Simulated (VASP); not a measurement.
# Mg (P6_3/mmc) in VASP: a series of runs

The runs below take Mg through single point, with PBE, PBE+D3(BJ).

All numbers are computed with VASP 6.6.1; they aren't measurements. Logs are shortened: lines on timing, memory, paths and dates and some standing lists are left out, and cuts for length are marked.

## 1. The cell of the first run

It takes space group P6_3/mmc (No. 194, hexagonal). The conventional cell has a = 3.145 Å, b = 3.145 Å, c = 5.033 Å, α = 90.00°, β = 90.00°, γ = 120.00°. Within 4.1 Å of Mg (site symmetry -6m2) lie 12 Mg at 3.10 to 3.14 Å.

## 2. Single point, PBE (21.55 Å³/atom)

Input file INCAR:

```
SYSTEM = Mg
PREC = Accurate ; ENCUT = 520
EDIFF = 1E-6 ; ISMEAR = 0
SIGMA = 0.1 ; LREAL = .FALSE.
LASPH = .TRUE. ; NELM = 60
ALGO = Normal ; ISIF = 2
LWAVE = .FALSE. ; LCHARG = .FALSE.
GGA = PE ; NBANDS = 9
```

Input file KPOINTS:

```
regular mesh
0
G
  15 15 8
  0 0 0
```

Input file POSCAR:

```
Mg
1.0
    3.1445337721      0.0000000000      0.0000000000
   -1.5722668861      2.7232461297      0.0000000000
    0.0000000000      0.0000000000      5.0330467635
Mg
2
Direct
    0.3333333333      0.6666666667      0.2500000000
    0.6666666667      0.3333333333      0.7500000000
```

Potentials or basis: VASP PAW PBE potentials, release 64 (Mg).

Command:

```sh
$ cat potpaw_PBE.64/Mg/POTCAR > POTCAR
$ mpirun -np 1 vasp_std > vasp.out
```

OUTCAR:

```text
SYSTEM = Mg
   PREC = Accurate
   ENCUT = 520
   EDIFF = 1E-6
   ISMEAR = 0
   LREAL = .FALSE.
   LASPH = .TRUE.
   NELM = 60
   ISIF = 2
   GGA = PE

 ion  position               nearest neighbor table
   1  0.333  0.667  0.250-   2 3.10   2 3.10   2 3.10   2 3.10   2 3.10   2 3.10
   2  0.667  0.333  0.750-   1 3.10   1 3.10   1 3.10   1 3.10   1 3.10   1 3.10

  LATTYP: Found a hexagonal cell.
 ALAT       =     3.1445337721
 C/A-ratio  =     1.6005701094

  Lattice vectors:

 A1 = (   3.1445337721,   0.0000000000,   0.0000000000)
 A2 = (  -1.5722668861,   2.7232461297,   0.0000000000)
 A3 = (   0.0000000000,   0.0000000000,   5.0330467635)

Analysis of symmetry for initial positions (statically):
=====================================================================
 Subroutine PRICEL returns:
 Original cell was already a primitive cell.

 Routine SETGRP: Setting up the symmetry group for a
 hexagonal supercell.

 Subroutine GETGRP returns: Found 24 space group operations
 (whereof 12 operations were pure point group operations)
 out of a pool of 24 trial point group operations.

The static configuration has the point symmetry D_3d.
 The point group associated with its full space group is D_6h.

Analysis of symmetry for dynamics (positions and initial velocities):
=====================================================================
 Subroutine PRICEL returns:
 Original cell was already a primitive cell.

 Routine SETGRP: Setting up the symmetry group for a
 hexagonal supercell.

 Subroutine GETGRP returns: Found 24 space group operations
 (whereof 12 operations were pure point group operations)
 out of a pool of 24 trial point group operations.

The dynamic configuration has the point symmetry D_3d.
 The point group associated with its full space group is D_6h.

 Subroutine INISYM returns: Found 24 space group operations
 (whereof 12 operations are pure point group operations),
 and found     1 'primitive' translations

----------------------------------------------------------------------------------------

                                     Primitive cell

  volume of cell :      43.0997

  direct lattice vectors                    reciprocal lattice vectors
     3.144533772  0.000000000  0.000000000     0.318012167  0.183604410  0.000000000
    -1.572266886  2.723246130  0.000000000     0.000000000  0.367208821  0.000000000
     0.000000000  0.000000000  5.033046763     0.000000000  0.000000000  0.198686809

  length of vectors
     3.144533772  3.144533772  5.033046763     0.367208821  0.367208821  0.198686809

  position of ions in fractional coordinates (direct lattice)
     0.333333333  0.666666667  0.250000000
     0.666666667  0.333333333  0.750000000

  ion indices of the primitive-cell ions
   primitive index   ion index
                 1           1
                 2           2

----------------------------------------------------------------------------------------

 KPOINTS: regular mesh

Automatic generation of k-mesh.
 Grid dimensions read from file:
 generate k-points for:   15   15    8

 Generating k-lattice:

  Cartesian coordinates                     Fractional coordinates (reciprocal lattice)
     0.021200811  0.012240294  0.000000000     0.066666667  0.000000000  0.000000000
     0.000000000  0.024480588  0.000000000     0.000000000  0.066666667  0.000000000
     0.000000000  0.000000000  0.024835851     0.000000000  0.000000000  0.125000000

  Length of vectors
     0.024480588  0.024480588  0.024835851

  Shift w.r.t. Gamma in fractional coordinates (k-lattice)
     0.000000000  0.000000000  0.000000000

 Subroutine IBZKPT returns following result:
 ===========================================

 Found    135 irreducible k-points:

 Following reciprocal coordinates:
            Coordinates               Weight
  0.000000  0.000000  0.000000      1.000000
  0.066667  0.000000  0.000000      6.000000
  0.133333  0.000000  0.000000      6.000000
  0.200000  0.000000  0.000000      6.000000
  0.266667  0.000000  0.000000      6.000000
  0.333333  0.000000  0.000000      6.000000
[... 16 lines left out ...]
  0.333333  0.200000  0.000000     12.000000
  0.400000  0.200000  0.000000      6.000000
 [... further k-points ...]
   k-points           NKPTS =    135   k-points in BZ     NKDIM =    135   number of bands    NBANDS=      9
   number of dos      NEDOS =    301   number of ions     NIONS =      2
   total plane-waves  NPLWV =  23040
   dimension x,y,z NGX =    24 NGY =   24 NGZ =   40
   dimension x,y,z NGXF=    48 NGYF=   48 NGZF=   80
   ions per type =               2
   NGX,Y,Z   is equivalent  to a cutoff of  12.69, 12.69, 13.21 a.u.
   NGXF,Y,Z  is equivalent  to a cutoff of  25.38, 25.38, 26.42 a.u.
 SYSTEM =  Mg
   PREC   = accura    normal or accurate (medium, high low for compatibility)
   ISTART =      0    job   : 0-new  1-cont  2-samecut
   ICHARG =      2    charge: 1-file 2-atom 10-const
   ISPIN  =      1    spin polarized calculation?
   LNONCOLLINEAR =      F non collinear calculations
   LSORBIT =      F    spin-orbit coupling
   LASPH  =      T    aspherical Exc in radial PAW
   ENCUT  =  520.0 eV  38.22 Ry    6.18 a.u.   5.85  5.85  9.36*2*pi/ulx,y,z
   NELM   =     60;   NELMIN=  2; NELMDL= -5     # of ELM steps
   EDIFF  = 0.1E-05   stopping-criterion for ELM
   LREAL  =      F    real-space projection
   EDIFFG = 0.1E-04   stopping-criterion for IOM
   NSW    =      0    number of steps for IOM
   IBRION =     -1    ionic relax: 0-MD 1-quasi-New 2-CG
   NFREE  =      0    steps in history (QN), initial steepest desc. (CG)
   ISIF   =      2    stress and relaxation
   ISYM   =      2    0-nonsym 1-usesym 2-fastsym
   POTIM  = 0.5000    time-step for ionic-motion
   TEBEG  =    0.0;   TEEND  =   0.0 temperature during run
   PSTRESS=    0.0 pullay stress
   NELECT =       4.0000    total number of electrons
   NUPDOWN=      -1.0000    fix difference up-down
   EMIN   =  10.00;   EMAX   =-10.00  energy-range for DOS
   EFERMI =   0.00;   METHOD = LEGACY
   ISMEAR =     0;   SIGMA  =   0.10  broadening in eV -4-tet -1-fermi 0-gaus
   EFERMI_NEDOS =   21; number of points for ismear=-14 and -15
   IALGO  =     38    algorithm
   IMIX   =      4    mixing-type and parameters
     AMIX     =   0.40;   BMIX     =  1.00
     AMIX_MAG =   1.60;   BMIX_MAG =  1.00
  volume/ion in A,a.u.               =      21.55       145.43
  Fermi-wavevector in a.u.,A,eV,Ry     =   0.741202  1.400669  7.474781  0.549381
  Thomas-Fermi vector in A             =   1.835787
   LORBIT       =      0    0 simple, 1 ext, 2 COOP (PROOUT), +10 PAW based schemes
   GGA     = PE    functional components
   LHFCALC =     F    Hartree Fock is set to
   AEXX    =    0.0000 exact exchange contribution
   IVDW    =     0    specifies the selected vdW correction
   LEPSILON=     F    determine dielectric tensor
   LRPA    =     F    only Hartree local field effects (RPA)
 non-spin polarized calculation
 Gauss-broadening in eV      SIGMA  =   0.10
  energy-cutoff  :      520.00
  volume of cell :       43.10
 maximum number of plane-waves:      1182
 NGX is ok and might be reduce to    24
   NGX = 11   NGY = 11   NGZ = 19

 number of electron       4.0000000 magnetization

 Free energy of the ion-electron system (eV)
  ---------------------------------------------------
  ext. energy  EPLUGINS =         0.00000000
  ---------------------------------------------------
  free energy    TOTEN  =        -2.99621004 eV

  energy without entropy =       -2.99167943  energy(sigma->0) =       -2.99394473

 E-fermi :   2.9689     XC(G=0):  -8.6887

 val. band max:        2.9655832019   @ k =   0.2667   0.2667   0.2500
 cond. band min:       2.9704772605   @ k =   0.3333   0.1333   0.0000
 fundamental gap:      0.0048940586
 Fermi energy:         2.9689191830

 k-point     1 :       0.0000    0.0000    0.0000
  band No.  band energies     occupation
      1      -4.2364      2.00000
      2       1.2626      2.00000
      3       1.8699      2.00000
      4      14.1269      0.00000
      5      14.1269      0.00000
      6      14.3384      0.00000
      7      14.3384      0.00000
      8      15.2362      0.00000
      9      16.8357      0.00000

 k-point     2 :       0.0667    0.0000    0.0000
  band No.  band energies     occupation
      1      -4.1460      2.00000
      2       1.3445      2.00000
      3       1.9570      2.00000
      4      12.3609      0.00000
      5      13.1868      0.00000
      6      14.0128      0.00000
      7      15.3997      0.00000
      8      16.1105      0.00000
      9      17.1785      0.00000

 k-point     3 :       0.1333    0.0000    0.0000
  band No.  band energies     occupation
      1      -3.8752      2.00000
      2       1.5903      2.00000
      3       2.2161      2.00000
      4      10.2636      0.00000
      5      12.2927      0.00000
      6      13.0216      0.00000
      7      15.1587      0.00000
      8      16.0089      0.00000
      9      16.5231      0.00000

 k-point     4 :       0.2000    0.0000    0.0000
  band No.  band energies     occupation
      1      -3.4257      2.00000
      2       2.0003      2.00000
      3       2.6375      2.00000
      4       8.2591      0.00000
      5      11.5464      0.00000
      6      11.9753      0.00000
      7      13.1519      0.00000
      8      14.7247      0.00000
      9      16.1929      0.00000
[... 205 lines left out ...]
 k-point    22 :       0.2667    0.2000    0.0000
  band No.  band energies     occupation
      1      -0.9500      2.00000
      2       3.8720      0.00000
      3       4.3029      0.00000
      4       4.8756      0.00000
      5       6.1994      0.00000
      6       9.2422      0.00000
      7      10.4684      0.00000
      8      10.6150      0.00000
      9      12.0260      0.00000

 k-point    23 :       0.3333    0.2000    0.0000
  band No.  band energies     occupation
      1       0.0884      2.00000
      2       2.5996      2.00000
      3       4.8757      0.00000
      4       5.2887      0.00000
      5       6.5846      0.00000
      6       7.7853      0.00000
      7       9.2516      0.00000
      8      10.3318      0.00000
      9      11.7311      0.00000

 k-point    24 :       0.4000    0.2000    0.0000
  band No.  band energies     occupation
      1       1.2491      2.00000
      2       1.3111      2.00000
      3       4.8731      0.00000
      4       6.2930      0.00000
      5       6.6191      0.00000
      6       7.0312      0.00000
      7       8.5717      0.00000
      8      10.2419      0.00000
      9      11.6396      0.00000

 [... further k-points ...]
[... 5 lines left out ...]
  --------------------------------------------------------------------------------------
  -------------------------------------------------------------------------------------
  Total        0.6463264      0.6463264      0.6606190     -0.0000000      0.0000000      0.0000000
  in kB       24.0263795     24.0263795     24.5576918     -0.0000000      0.0000000      0.0000000
  external PRESSURE =      24.2034836 kB  Pullay stress =       0.0000000 kB

 VOLUME and BASIS-vectors are now :
 -----------------------------------------------------------------------------
  energy-cutoff  :      520.00
  volume of cell :       43.10
      direct lattice vectors                 reciprocal lattice vectors
     3.144533772  0.000000000  0.000000000     0.318012167  0.183604410  0.000000000
    -1.572266886  2.723246130  0.000000000     0.000000000  0.367208821  0.000000000
     0.000000000  0.000000000  5.033046763     0.000000000  0.000000000  0.198686809

 POSITION                                       TOTAL-FORCE (eV/Angst)
 -----------------------------------------------------------------------------------
     -0.00000      1.81550      1.25826        -0.000000      0.000000      0.000000
      1.57227      0.90775      3.77479         0.000000     -0.000000      0.000000
 -----------------------------------------------------------------------------------
    total drift:                                0.000000     -0.000000      0.000000

  FREE ENERGIE OF THE ION-ELECTRON SYSTEM (eV)
  ---------------------------------------------------
  free  energy   TOTEN  =        -2.9962100431 eV

  energy  without entropy=       -2.9916794261  energy(sigma->0) =       -2.99394473
```

Wall time 12 s (1 thread of Intel Xeon 6975P-C (Granite Rapids), shared host); peak memory 0.18 GiB.

What came out:

```yaml
Free_energy: -2.9962 eV
Pressure: 2.4 GPa
Band_gap_on_the_k_mesh: zero (bands 2 and 3 overlap by 2.00 eV)
```

## 3. Single point, PBE

Input file INCAR:

```
SYSTEM = Mg
ALGO = Normal ; EDIFF = 1E-6
ENCUT = 520 ; GGA = PE
ISIF = 2 ; ISMEAR = -1
LASPH = .True. ; LCHARG = .True.
LELF = .True. ; LREAL = .False.
LVHAR = .True. ; LWAVE = .False.
NBANDS = 9 ; NELM = 60
PREC = Accurate ; SIGMA = 0.1
```

Input file KPOINTS:

```
k-points
0
Gamma
  15 15 8
  0 0 0
```

POSCAR is that of step 2.

Potentials or basis: VASP PAW PBE potentials, release 64 (Mg).

Command:

```sh
$ cat potpaw_PBE.64/Mg/POTCAR > POTCAR
$ mpirun -np 1 vasp_std > vasp.out
```

It took 12 s on 1 thread of Intel Xeon 6975P-C (Granite Rapids), shared host; peak memory 0.19 GiB.

The run converged. Its results:

| Property | Result |
| --- | --- |
| Free energy | -3.0075 eV |
| Pressure | 2.5 GPa |
| Band gap on the k mesh | zero (bands 2 and 3 overlap by 2.00 eV) |

Stress tensor (GPa, compression positive):
```
2.41 0.00 0.00
0.00 2.41 0.00
0.00 0.00 2.59
```

Levels at points of the mesh, in eV from the Fermi level:
```
           k point  band 1  band 2  band 3  band 4  band 5
(0.00, 0.00, 0.00)   -7.21   -1.71   -1.10   11.16   11.16
(0.00, 0.00, 0.50)   -5.73   -5.73    5.45    5.45   11.93
```

## 4. Single point, PBE

This run uses another cell than the first one, of 22.24 Å³/atom.

Input file INCAR:

```
SYSTEM = Mg
  ALGO = Normal
  EDIFF = 1E-6
  ENCUT = 520
  GGA = PE
  ISIF = 2
  ISMEAR = 0
  LASPH = .True.
  LCHARG = .False.
  LREAL = .False.
  LWAVE = .False.
  NBANDS = 9
  NELM = 60
  PREC = Accurate
  SIGMA = 0.1
```

KPOINTS is that of step 3.

Input file POSCAR:

```
Mg
1.0
    3.1776365602      0.0000000000      0.0000000000
   -1.5888182801      2.7519139852      0.0000000000
    0.0000000000      0.0000000000      5.0860300967
Mg
2
Direct
    0.3333333333      0.6666666667      0.2500000000
    0.6666666667      0.3333333333      0.7500000000
```

Potentials or basis: VASP PAW PBE potentials, release 64 (Mg).

Command:

```sh
$ cat potpaw_PBE.64/Mg/POTCAR > POTCAR
$ mpirun -np 1 vasp_std > vasp.out
```

OUTCAR:

```text
SYSTEM = Mg
   EDIFF = 1E-6
   ENCUT = 520
   GGA = PE
   ISIF = 2
   ISMEAR = 0
   LASPH = .True.
   LREAL = .False.
   NELM = 60
   PREC = Accurate

 ion  position               nearest neighbor table
   1  0.333  0.667  0.250-   2 3.14   2 3.14   2 3.14   2 3.14   2 3.14   2 3.14
   2  0.667  0.333  0.750-   1 3.14   1 3.14   1 3.14   1 3.14   1 3.14   1 3.14

  LATTYP: Found a hexagonal cell.
 ALAT       =     3.1776365602
 C/A-ratio  =     1.6005701094

  Lattice vectors:

 A1 = (   3.1776365602,   0.0000000000,   0.0000000000)
 A2 = (  -1.5888182801,   2.7519139852,   0.0000000000)
 A3 = (   0.0000000000,   0.0000000000,   5.0860300967)

Analysis of symmetry for initial positions (statically):
=====================================================================
 Subroutine PRICEL returns:
 Original cell was already a primitive cell.

 Routine SETGRP: Setting up the symmetry group for a
 hexagonal supercell.

 Subroutine GETGRP returns: Found 24 space group operations
 (whereof 12 operations were pure point group operations)
 out of a pool of 24 trial point group operations.

The static configuration has the point symmetry D_3d.
 The point group associated with its full space group is D_6h.

Analysis of symmetry for dynamics (positions and initial velocities):
=====================================================================
 Subroutine PRICEL returns:
 Original cell was already a primitive cell.

 Routine SETGRP: Setting up the symmetry group for a
 hexagonal supercell.

 Subroutine GETGRP returns: Found 24 space group operations
 (whereof 12 operations were pure point group operations)
 out of a pool of 24 trial point group operations.

The dynamic configuration has the point symmetry D_3d.
 The point group associated with its full space group is D_6h.

 Subroutine INISYM returns: Found 24 space group operations
 (whereof 12 operations are pure point group operations),
 and found     1 'primitive' translations

[... 115 lines left out ...]
  volume/ion in A,a.u.               =      22.24       150.07
  Fermi-wavevector in a.u.,A,eV,Ry     =   0.733481  1.386078  7.319856  0.537994
  Thomas-Fermi vector in A             =   1.826200
   LORBIT       =      0    0 simple, 1 ext, 2 COOP (PROOUT), +10 PAW based schemes
   GGA     = PE    functional components
   LHFCALC =     F    Hartree Fock is set to
   AEXX    =    0.0000 exact exchange contribution
   IVDW    =     0    specifies the selected vdW correction
   LEPSILON=     F    determine dielectric tensor
   LRPA    =     F    only Hartree local field effects (RPA)
 non-spin polarized calculation
 Gauss-broadening in eV      SIGMA  =   0.10
  energy-cutoff  :      520.00
  volume of cell :       44.48
 maximum number of plane-waves:      1211
 NGX is ok and might be reduce to    24
   NGX = 11   NGY = 11   NGZ = 19

 number of electron       4.0000000 magnetization

 Free energy of the ion-electron system (eV)
  ---------------------------------------------------
  ext. energy  EPLUGINS =         0.00000000
  ---------------------------------------------------
  free energy    TOTEN  =        -3.01101978 eV

  energy without entropy =       -3.00631770  energy(sigma->0) =       -3.00866874

 E-fermi :   2.7990     XC(G=0):  -8.5899

 val. band max:        2.7730237824   @ k =   0.2000   0.0667   0.0000
 cond. band min:       2.8067497898   @ k =   0.2667   0.2667   0.2500
 fundamental gap:      0.0337260074
 Fermi energy:         2.7989790581

 k-point     1 :       0.0000    0.0000    0.0000
  band No.  band energies     occupation
      1      -4.2682      2.00000
      2       1.1420      2.00000
      3       1.6963      2.00000
      4      13.7737      0.00000
      5      13.7737      0.00000
      6      13.9188      0.00000
      7      13.9188      0.00000
      8      14.8786      0.00000
      9      16.3681      0.00000
[... 265 lines left out ...]
 k-point    24 :       0.4000    0.2000    0.0000
  band No.  band energies     occupation
      1       1.1254      2.00000
      2       1.1589      2.00000
      3       4.6832      0.00000
      4       6.0640      0.00000
      5       6.4225      0.00000
      6       6.7626      0.00000
      7       8.1876      0.00000
      8       9.9683      0.00000
      9      11.2255      0.00000

 [... further k-points ...]
[... 5 lines left out ...]
  --------------------------------------------------------------------------------------
  -------------------------------------------------------------------------------------
  Total        0.2905003      0.2905003      0.3018298      0.0000000     -0.0000000      0.0000000
  in kB       10.4649998     10.4649998     10.8731315      0.0000000     -0.0000000      0.0000000
  external PRESSURE =      10.6010437 kB  Pullay stress =       0.0000000 kB

 VOLUME and BASIS-vectors are now :
 -----------------------------------------------------------------------------
  energy-cutoff  :      520.00
  volume of cell :       44.48
      direct lattice vectors                 reciprocal lattice vectors
     3.177636560  0.000000000  0.000000000     0.314699300  0.181691725  0.000000000
    -1.588818280  2.751913985  0.000000000     0.000000000  0.363383451  0.000000000
     0.000000000  0.000000000  5.086030097     0.000000000  0.000000000  0.196617004

 POSITION                                       TOTAL-FORCE (eV/Angst)
 -----------------------------------------------------------------------------------
     -0.00000      1.83461      1.27151        -0.000000      0.000000      0.000000
      1.58882      0.91730      3.81452         0.000000      0.000000      0.000000
 -----------------------------------------------------------------------------------
    total drift:                               -0.000000      0.000000     -0.000000

  FREE ENERGIE OF THE ION-ELECTRON SYSTEM (eV)
  ---------------------------------------------------
  free  energy   TOTEN  =        -3.0110197806 eV

  energy  without entropy=       -3.0063177012  energy(sigma->0) =       -3.00866874
```

Wall time 13 s (1 thread of Intel Xeon 6975P-C (Granite Rapids), shared host); peak memory 0.18 GiB.

What came out:

| Item | Value |
| --- | --- |
| Free energy | -3.0110 eV |
| Pressure | 1.1 GPa |
| Band gap on the k mesh | zero (bands 2 and 3 overlap by 2.00 eV) |

(Part 1 of 2 ends here.)

The gap in the log of VASP goes by the Fermi energy; the results here count the filled bands.